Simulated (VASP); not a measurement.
# MnS (I4mm) in VASP: single point with PBE

Aim: the single point of MnS with PBE.

Program: VASP 6.6.1. These are calculated values, not measurements. Logs are shortened: lines on timing, memory, paths and dates and some standing lists are left out, and cuts for length are marked.

## (1) The cell of the first run

It takes space group I4mm (No. 107, tetragonal). The conventional cell has a = 3.683 Å, b = 3.683 Å, c = 5.209 Å, α = 90.00°, β = 90.00°, γ = 90.00°. Mn (site symmetry 4mm) has 6 S at 2.50 to 2.70 Å within 3.3 Å. S (site symmetry 4mm) has 6 Mn at 2.50 to 2.70 Å within 3.3 Å.

## (2) Single point, PBE, collinear spin, ferromagnetic start

Input file INCAR:

```
SYSTEM = MnS
ALGO = Normal ; EDIFF = 1E-6
ENCUT = 520 ; GGA = PE
ISIF = 2 ; ISMEAR = -1
ISPIN = 2 ; LASPH = .TRUE.
LCHARG = .FALSE. ; LMAXMIX = 4
LORBIT = 11 ; LREAL = .FALSE.
LWAVE = .FALSE. ; MAGMOM = 4 0
NBANDS = 20 ; NELM = 150
PREC = Accurate ; SIGMA = 0.02
```

Input file KPOINTS:

```
k-points
0
G
  14 14 14
  0 0 0
```

Input file POSCAR:

```
MnS
1.0
    0.0000000000      2.6045000000      2.6045000000
    2.6045000000      0.0000000000      2.6045000000
    2.6045000000      2.6045000000      0.0000000000
Mn S
1 1
Direct
    0.0191975427      0.0191975427     -0.0191975427
    0.5000000000      0.5000000000      0.5000000000
```

Potentials or basis: VASP PAW PBE potentials, release 64 (Mn_pv, S).

On the command line:

```bash
> cat potpaw_PBE.64/Mn_pv/POTCAR potpaw_PBE.64/S/POTCAR > POTCAR
> mpirun -np 1 vasp_std > vasp.out
```

OUTCAR:

```text
SYSTEM = MnS
   EDIFF = 1E-6
   ENCUT = 520
   GGA = PE
   ISIF = 2
   ISMEAR = -1
   ISPIN = 2
   LASPH = .TRUE.
   LORBIT = 11
   LREAL = .FALSE.
   NELM = 150
   PREC = Accurate

 ion  position               nearest neighbor table
   1  0.019  0.019  0.981-   2 2.50   2 2.61   2 2.61   2 2.61   2 2.61   2 2.70
   2  0.500  0.500  0.500-   1 2.50   1 2.61   1 2.61   1 2.61   1 2.61   1 2.70

  LATTYP: Found a face centered cubic cell.
 ALAT       =     5.2090000000

  Lattice vectors:

 A1 = (   0.0000000000,   2.6045000000,   2.6045000000)
 A2 = (   2.6045000000,   0.0000000000,   2.6045000000)
 A3 = (   2.6045000000,   2.6045000000,   0.0000000000)

Analysis of symmetry for initial positions (statically):
=====================================================================
 Subroutine PRICEL returns:
 Original cell was already a primitive cell.

 Routine SETGRP: Setting up the symmetry group for a
 face centered cubic supercell.

 Subroutine GETGRP returns: Found  8 space group operations
 (whereof  8 operations were pure point group operations)
 out of a pool of 48 trial point group operations.

The static configuration has the point symmetry C_4v.

Analysis of symmetry for dynamics (positions and initial velocities):
=====================================================================
 Subroutine PRICEL returns:
 Original cell was already a primitive cell.

 Routine SETGRP: Setting up the symmetry group for a
 face centered cubic supercell.

 Subroutine GETGRP returns: Found  8 space group operations
 (whereof  8 operations were pure point group operations)
 out of a pool of 48 trial point group operations.

The dynamic configuration has the point symmetry C_4v.

Analysis of structural, dynamic, and magnetic symmetry:
=====================================================================
 Subroutine PRICEL returns:
 Original cell was already a primitive cell.

 Routine SETGRP: Setting up the symmetry group for a
 face centered cubic supercell.

 Subroutine GETGRP returns: Found  8 space group operations
 (whereof  8 operations were pure point group operations)
 out of a pool of 48 trial point group operations.

The overall configuration has the point symmetry C_4v.

 Subroutine INISYM returns: Found  8 space group operations
 (whereof  8 operations are pure point group operations),
 and found     1 'primitive' translations

----------------------------------------------------------------------------------------

                                     Primitive cell
[... 113 lines left out ...]
  Fermi-wavevector in a.u.,A,eV,Ry     =   1.331246  2.515690 24.112464  1.772216
  Thomas-Fermi vector in A             =   2.460272
   LORBIT       =     11    0 simple, 1 ext, 2 COOP (PROOUT), +10 PAW based schemes
   GGA     = PE    functional components
   LHFCALC =     F    Hartree Fock is set to
   AEXX    =    0.0000 exact exchange contribution
   IVDW    =     0    specifies the selected vdW correction
   LEPSILON=     F    determine dielectric tensor
   LRPA    =     F    only Hartree local field effects (RPA)
 spin polarized calculation
  energy-cutoff  :      520.00
  volume of cell :       35.33
 maximum number of plane-waves:       967
   NGX = 13   NGY = 13   NGZ = 13

 number of electron      18.9999989 magnetization       4.7040834

 Free energy of the ion-electron system (eV)
  ---------------------------------------------------
  ext. energy  EPLUGINS =         0.00000000
  ---------------------------------------------------
  free energy    TOTEN  =       -14.05092526 eV

  energy without entropy =      -14.04924318  energy(sigma->0) =      -14.05008422

 E-fermi :   6.6763     XC(G=0): -10.6394

 val. band max:        6.6643586163   @ k =   0.2857   0.0714   0.4286
 cond. band min:       6.6794154443   @ k =   0.0000  -0.4286   0.1429
 fundamental gap:      0.0150568280
 Fermi energy:         6.6762523233

 spin component 1

 k-point     1 :       0.0000    0.0000    0.0000
  band No.  band energies     occupation
      1     -44.0512      1.00000
      2     -44.0512      1.00000
      3     -44.0489      1.00000
      4      -7.9453      1.00000
      5       3.2180      1.00000
      6       3.2180      1.00000
[... 541 lines left out ...]
     19      19.8151      0.00000
     20      22.0485      0.00000

 [... further k-points ...]

 spin component 2

 k-point     1 :       0.0000    0.0000    0.0000
  band No.  band energies     occupation
      1     -39.5299      1.00000
      2     -39.5284      1.00000
      3     -39.5284      1.00000
      4      -7.6515      1.00000
      5       4.8744      1.00000
      6       4.9408      1.00000
[... 541 lines left out ...]
     19      20.2475      0.00000
     20      22.8139      0.00000

 [... further k-points ...]

------------------------ aborting loop because EDIFF is reached ----------------------------------------

  FORCE on cell =-STRESS in cart. coord.  units (eV):
  Direction    XX          YY          ZZ          XY          YZ          ZX
  --------------------------------------------------------------------------------------
  -------------------------------------------------------------------------------------
  Total       -0.6733765     -0.6733765     -0.4309665      0.0000000      0.0000000      0.0000000
  in kB      -30.5327155    -30.5327155    -19.5411899      0.0000000      0.0000000      0.0000000
  external PRESSURE =     -26.8688736 kB  Pullay stress =       0.0000000 kB

 VOLUME and BASIS-vectors are now :
 -----------------------------------------------------------------------------
  energy-cutoff  :      520.00
  volume of cell :       35.33
      direct lattice vectors                 reciprocal lattice vectors
     0.000000000  2.604500000  2.604500000    -0.191975427  0.191975427  0.191975427
     2.604500000  0.000000000  2.604500000     0.191975427 -0.191975427  0.191975427
     2.604500000  2.604500000  0.000000000     0.191975427  0.191975427 -0.191975427

 POSITION                                       TOTAL-FORCE (eV/Angst)
 -----------------------------------------------------------------------------------
      2.60450      2.60450      0.10000         0.000000      0.000000     -0.264921
      2.60450      2.60450      2.60450         0.000000      0.000000      0.264921
 -----------------------------------------------------------------------------------
    total drift:                                0.000000      0.000000      0.000476

  FREE ENERGIE OF THE ION-ELECTRON SYSTEM (eV)
  ---------------------------------------------------
  free  energy   TOTEN  =       -14.0509252613 eV

  energy  without entropy=      -14.0492431752  energy(sigma->0) =      -14.05008422

 total charge

# of ion       s       p       d       tot
------------------------------------------
    1        0.216   6.164   4.931  11.311
    2        1.327   2.402   0.000   3.729
--------------------------------------------------
tot          1.543   8.565   4.931  15.039

 magnetization (x)

# of ion       s       p       d       tot
------------------------------------------
    1        0.051   0.039   4.159   4.249
    2        0.026   0.079   0.000   0.105
--------------------------------------------------
tot          0.077   0.118   4.159   4.355
```

OSZICAR:

```text
N       E                     dE             d eps       ncg     rms          rms(c)
DAV:   1     0.151405627258E+03    0.15141E+03   -0.97504E+03 19528   0.103E+03
DAV:   2    -0.724470120852E+01   -0.15865E+03   -0.14910E+03 20320   0.284E+02
DAV:   3    -0.150946435777E+02   -0.78499E+01   -0.77569E+01 23024   0.681E+01
DAV:   4    -0.151886282982E+02   -0.93985E-01   -0.93918E-01 21808   0.759E+00
DAV:   5    -0.151899845509E+02   -0.13563E-02   -0.13562E-02 22280   0.964E-01    0.115E+01
DAV:   6    -0.141254158472E+02    0.10646E+01   -0.55322E+00 21832   0.275E+01    0.109E+01
DAV:   7    -0.140528434876E+02    0.72572E-01   -0.73702E-01 21472   0.113E+01    0.613E+00
DAV:   8    -0.140554178893E+02   -0.25744E-02   -0.33402E-02 21584   0.148E+00    0.337E+00
DAV:   9    -0.140493366460E+02    0.60812E-02   -0.17250E-02 20984   0.124E+00    0.470E-01
DAV:  10    -0.140508592028E+02   -0.15226E-02   -0.34822E-03 20844   0.484E-01    0.183E-01
DAV:  11    -0.140508338750E+02    0.25328E-04   -0.49658E-04 21772   0.145E-01    0.129E-01
DAV:  12    -0.140508903531E+02   -0.56478E-04   -0.86146E-05 21852   0.878E-02    0.896E-02
DAV:  13    -0.140509133006E+02   -0.22948E-04   -0.10280E-05 21076   0.297E-02    0.547E-02
DAV:  14    -0.140509244489E+02   -0.11148E-04   -0.86789E-06 20688   0.223E-02    0.900E-03
DAV:  15    -0.140509252613E+02   -0.81239E-06   -0.46001E-07 14776   0.690E-03
   1 F= -.14050925E+02 E0= -.14050084E+02  d E =-.168209E-02  mag=     4.7039
```

Wall time 5.3 min (1 thread of Intel Xeon Platinum 8259CL at 2.50GHz (Skylake/Cascade Lake), shared host); peak memory 0.36 GiB.

Results:

```
Free energy                                           : -14.0509 eV
Pressure                                              : -2.7 GPa
Largest force                                         : 0.265 eV/Å
Net moment                                            : 4.70 μB per cell
Site moments                                          : Mn +4.25; S +0.10 μB
Valence electrons inside the program's atomic spheres : Mn 11.31; S 3.73
```

Forces on the atoms (eV/Å):
```
Mn   0.000  0.000 -0.265
S    0.000  0.000  0.265
```

Levels at points of the mesh, in eV from the Fermi level:
Spin up:
```csv
k point,band 8,band 9,band 10,band 11,band 12,band 13,band 14,band 15,band 16,band 17
"(0.00, 0.00, 0.00)",-3.41,-3.31,-1.86,-1.86,-1.79,1.67,8.52,8.52,8.52,10.62
"(0.50, 0.00, 0.00)",-2.90,-2.90,-2.52,0.32,0.34,2.82,5.36,5.39,8.43,12.17
"(0.50, 0.50, 0.00)",-3.52,-3.06,-2.77,-2.77,-2.29,0.82,5.43,10.14,11.90,11.90
"(0.00, 0.50, 0.50)",-3.35,-2.93,-2.77,-2.76,-2.28,0.81,5.40,10.11,11.91,11.95
```
Spin down:
```csv
k point,band 4,band 5,band 6,band 7,band 8,band 9,band 10,band 11
"(0.00, 0.00, 0.00)",-14.33,-1.80,-1.74,-1.74,0.28,0.32,0.32,0.32
"(0.50, 0.00, 0.00)",-13.06,-6.40,-3.40,-3.39,1.22,1.23,1.41,2.92
"(0.50, 0.50, 0.00)",-12.90,-5.59,-3.21,-3.21,-0.83,0.75,1.47,1.47
"(0.00, 0.50, 0.50)",-12.90,-5.59,-3.24,-3.24,-0.79,0.77,1.47,1.48
```

Caveat: a cell with one magnetic atom can't hold antiferromagnetic order, which such compounds often take; semilocal functionals often make such compounds metallic where correlation or magnetic order opens a gap, which also shifts bond lengths. With open d or f shells a metallic result of PBE can be an artefact of self-interaction; +U or a hybrid may open a gap.
